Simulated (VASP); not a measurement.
Wanted: the native input for a VASP 6.6.1 run.

- Task: single point
- Functional: PBEsol
- Potentials or basis: VASP PAW PBE potentials, release 64 (Ge_d, Sb, Te)
- Cutoff: 520 eV
- k mesh: 12 × 12 × 4
- Occupations: gaussian, width 0.15 eV
- Spin: no spin polarisation
- Dipole correction: no
- Further INCAR settings: ALGO = Normal; EDIFF = 1e-06; NBANDS = 39

The structure of GeSb4Te4 lies in POSCAR:

```
GeSb4Te4
1.0
    3.9252812327      0.0000000000      0.0000000000
   -1.9626406163      3.3993932645      0.0000000000
    0.0000000000      0.0000000000     18.3672431860
Ge Sb Te
1 4 4
Direct
    0.0000000000      0.0000000000      0.0000000000
    0.3333333333      0.6666666667      0.5458633036
    0.6666666667      0.3333333333      0.4541366964
    0.6666666667      0.3333333333      0.7873570402
    0.3333333333      0.6666666667      0.2126429598
    0.3333333333      0.6666666667      0.9032211307
    0.6666666667      0.3333333333      0.0967788693
    0.0000000000      0.0000000000      0.6867444281
    0.0000000000      0.0000000000      0.3132555719
```

This cell differs from its parent crystal: strain -0.080 along x and y, +0.080 along z.

The input as run:

INCAR

```
SYSTEM = GeSb4Te4
ALGO = Normal
EDIFF = 1E-6
ENCUT = 520
GGA = PS
ISIF = 2
ISMEAR = 0
LASPH = .TRUE.
LCHARG = .FALSE.
LREAL = .FALSE.
LWAVE = .FALSE.
NBANDS = 39
NELM = 100
PREC = Accurate
SIGMA = 0.15
```

KPOINTS

```
k-points
0
G
  12 12 4
  0 0 0
```

Potentials or basis: VASP PAW PBE potentials, release 64 (Ge_d, Sb, Te).

Launch:

```console
$ cat potpaw_PBE.64/Ge_d/POTCAR potpaw_PBE.64/Sb/POTCAR potpaw_PBE.64/Te/POTCAR > POTCAR
$ mpirun -np 1 vasp_std > vasp.out
```

It gave:

The pressure is 5.1 GPa. The largest force is 0.418 eV/Å and the band gap on the k mesh is zero (band 29 reaches 8.87 eV, above the bottom of band 30 at 7.26 eV).

Caveat: the cell differs from its parent crystal (strain -0.080 along x and y, +0.080 along z); the PAW data sets were made with another functional, which shifts forces and pressure a little; spin-orbit coupling is left out, which moves the levels of the heavy elements.

It took 9.8 min on 1 thread of Intel(R) Xeon(R) 6975P-C (Granite Rapids), on a shared host, peak memory 0.75 GiB.
